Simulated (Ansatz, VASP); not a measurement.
**Two plane-wave programs on BaTiO3**

INCAR

```
SYSTEM = BaTiO3
  PREC = Accurate
  ENCUT = 520
  EDIFF = 1E-6
  ISMEAR = 0
  SIGMA = 0.01
  LREAL = .FALSE.
  LASPH = .TRUE.
  NELM = 100
  ALGO = Normal
  ISIF = 2
  LWAVE = .FALSE.
  LCHARG = .FALSE.
  GGA = PE
  NBANDS = 28
```

KPOINTS

```
Automatic mesh
0
G
  6 6 6
  0 0 0
```

Contents of POSCAR:

```
BaTiO3
1.0
    4.1037456279      0.0000000000      0.0000000000
    0.0000000000      4.1037456279      0.0000000000
    0.0000000000      0.0000000000      4.1037456279
Ba Ti O
1 1 3
Direct
    0.5000000000      0.5000000000      0.5000000000
    0.0000000000      0.0000000000      0.0000000000
    0.5000000000      0.0000000000      0.0000000000
    0.0000000000      0.5000000000      0.0000000000
    0.0000000000      0.0000000000      0.5000000000
```

Input for Ansatz:

```yaml
crystal:
  lattice:
    - [4.1037456278800875, 0.0, 0.0]
    - [0.0, 4.1037456278800875, 0.0]
    - [0.0, 0.0, 4.1037456278800875]
  atoms:
    - { symbol: Ba, position: [0.5, 0.5, 0.5] }
    - { symbol: Ti, position: [0.0, 0.0, 0.0] }
    - { symbol: O, position: [0.5, 0.0, 0.0] }
    - { symbol: O, position: [0.0, 0.5, 0.0] }
    - { symbol: O, position: [0.0, 0.0, 0.5] }
basis:
  ecutwfc: 517.016338673772
kpoints:
  mp_grid:
    grid: [6, 6, 6]
hamiltonian:
  xc: pbe
scf:
  occupations:
    method: fixed
output:
  stress: true
```

Alike in both runs: task single point; functional PBE; k mesh 6 × 6 × 6; no spin polarisation.

|  | VASP | Ansatz |
| --- | --- | --- |
| version | VASP 6.6.1 | Ansatz 0.2.0 |
| potentials or method | VASP PAW PBE potentials, release 64 (Ba_sv, Ti_sv, O), cutoff 520 eV | plane waves, PAW |
| occupations | gaussian, width 0.01 eV | fixed |
| valence electrons in the cell | 40 | 40 |

VASP gave:

```
pressure (GPa) : -7.5
```

Problem. What did Ansatz give for the same quantities?

Solution. Pressure (GPa): -8.8.

Neither program's run includes spin-orbit coupling.
